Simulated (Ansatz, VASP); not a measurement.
## Two plane-wave programs on Au

```
CELL_PARAMETERS angstrom
2.94010 0.00000 0.00000
0.00000 2.94010 0.00000
0.00000 0.00000 22.23690
ATOMIC_POSITIONS crystal
Au 0.25000 0.25000 0.36114
Au 0.75000 0.75000 0.45328
Au 0.25000 0.25000 0.54672
Au 0.75000 0.75000 0.63886
```

Alike in both runs: functional PBE; k mesh 12 × 12 × 1; occupations fermi-dirac, width 0.05 eV; no spin polarisation.

Ansatz relaxed the structure, and its values are those at the end. VASP's run is a single point on that final structure, the one shown.

|  | VASP | Ansatz |
| --- | --- | --- |
| version | VASP 6.6.1 | Ansatz 0.2.0 |
| potentials or method | VASP PAW PBE potentials, release 64 (Au) | PAW with Ansatz's default frozen-core files, scalar-relativistic |
| plane-wave cutoff (eV) | 520 | 420 |
| valence electrons in the cell | 44 | 76 |

```tsv
	VASP	Ansatz	Ansatz less VASP
rms of the force components (eV/Å)	0.005	0.002	-0.0023
```

With one functional, cell and mesh, what is left measures potentials, basis and numerics. VASP's potentials hold 44 valence electrons a cell and Ansatz's 76, so a difference there can come from the potentials and not from the codes. Ansatz's warnings: stress scf threshold loose.

Spin-orbit coupling is off throughout.
